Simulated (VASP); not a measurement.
A run of VASP 6.6.1:

Contents of INCAR:

```
ALGO = Normal
EDIFF = 1E-7
ENCUT = 520
GGA = PE
ISIF = 2
ISMEAR = 0
LASPH = T
LCHARG = F
LREAL = F
LWAVE = F
NBANDS = 11
NELM = 100
PREC = Accurate
SIGMA = 0.05
```

Contents of KPOINTS:

```
k-points
0
Gamma
  10 10 10
```

File POSCAR:

```
SiC
1.0
    0.0000000000      2.1898640950      2.1898640950
    2.1898640950      0.0000000000      2.1898640950
    2.1898640950      2.1898640950      0.0000000000
Si C
1 1
Direct
    0.0000000000      0.0000000000      0.0000000000
    0.7842487007      0.7842487007      0.6673163222
```

Potentials or basis: VASP PAW PBE potentials, release 64 (Si, C).

Command:

```sh
$ cat potpaw_PBE.64/Si/POTCAR potpaw_PBE.64/C/POTCAR > POTCAR
$ mpirun -np 1 vasp_std > vasp.out
```

Hardware: 1 thread of Intel Xeon 8259CL (shared host).

Question: Estimate the wall time of this run.

Answer: It took 41 s on 1 thread of Intel Xeon 8259CL, on a shared host, peak memory 0.18 GiB. Counts: scf iterations 14, k points 282.
